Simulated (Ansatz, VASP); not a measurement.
## One calculation of Fe, two programs

```
Fe
1.0
    -1.44300    1.44300    1.44300
     1.44300   -1.44300    1.44300
     1.44300    1.44300   -1.44300
Fe
1
Direct
  0.00000 0.00000 0.00000
```

Alike in both runs: task single point; functional r2SCAN; dispersion D4; k mesh 13 × 13 × 13; occupations fermi-dirac, width 0.05 eV; collinear spin.

|  | VASP | Ansatz |
| --- | --- | --- |
| version | VASP 6.6.1 | Ansatz 0.2.0 |
| potentials or method | VASP PAW PBE potentials, release 64 (Fe) | Ansatz PAW |
| plane-wave cutoff (eV) | 520 | 500 |
| valence electrons in the cell | 8 | 16 |

|  | VASP | Ansatz | Ansatz less VASP |
| --- | --- | --- | --- |
| gap on the k mesh at the Fermi level (eV) | none | none | - |
| pressure (GPa) | -5.7 | -5.4 | +0.33 |
| net moment per atom (μB) | 2.65 | 2.65 | +0.002 |
| size of the moment on the site where the two differ most (μB) | 2.73 | 2.82 | +0.087 |

VASP's potentials were made for PBE, not for r2SCAN. Site moments also hang on the region over which each program counts them. A gap of «none» marks a metal or a gap that the smearing closes. VASP's potentials hold 8 valence electrons a cell and Ansatz's 16, so a difference there can come from the potentials and not from the codes.

Noted on Ansatz's run: the magnetic or orbital state may not be the lowest.
